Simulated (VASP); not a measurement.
An input for VASP 6.6.1 (Ca):

INCAR

```
  PREC = Accurate
  ENCUT = 600
  EDIFF = 1E-7
  ISMEAR = -1
  SIGMA = 0.08
  LREAL = F
  LASPH = T
  NELM = 100
  ALGO = Normal
  ISIF = 3
  LWAVE = F
  LCHARG = F
  GGA = PE
  IBRION = 2
  NSW = 32
  EDIFFG = -0.005
  PSTRESS = 61.0
```

KPOINTS

```
regular mesh
0
Gamma
  10 10 10
```

The input POSCAR:

```
Ca
1.0
    1.8026172510     -1.0407415551      5.8950625118
    0.0000000000      2.0814831102      5.8950625118
   -1.8026172510     -1.0407415551      5.8950625118
Ca
2
Direct
    0.2500006868      0.2500006868      0.2500006868
   -0.2500006868     -0.2500006868     -0.2500006868
```

Potentials or basis: VASP PAW PBE potentials, release 64 (Ca_sv).

Run with:

```console
$ cat potpaw_PBE.64/Ca_sv/POTCAR > POTCAR
$ mpirun -np 1 vasp_std > vasp.out
```

What does the program do with it?

The run stopped without a result. It printed:

OUTCAR:

```text
PREC = Accurate
   ENCUT = 600
   EDIFF = 1E-7
   ISMEAR = -1
   LREAL = F
   LASPH = T
   NELM = 100
   ISIF = 3
   GGA = PE
   IBRION = 2
[... 39 lines left out ...]
|     E        R     R  R     R  O     O  R     R     ###     ###     ###     |
|     E        R     R  R     R  O     O  R     R     ###     ###     ###     |
|     EEEEE    RRRRRR   RRRRRR   O     O  RRRRRR       #       #       #      |
|     E        R   R    R   R    O     O  R   R                               |
|     E        R    R   R    R   O     O  R    R      ###     ###     ###     |
|     EEEEEEE  R     R  R     R  OOOOOOO  R     R     ###     ###     ###     |
|                                                                             |
|     PRICELV: current lattice and primitive lattice are incommensurate       |
|     within SYMPREC.                                                         |
|                                                                             |
|       ---->  I REFUSE TO CONTINUE WITH THIS SICK JOB ... BYE!!! <----       |
|                                                                             |
 -----------------------------------------------------------------------------
```

On the terminal:

```text
POSCAR found type information on POSCAR Ca
 POSCAR found :  1 types and       2 ions
[... 18 lines left out ...]

1
```
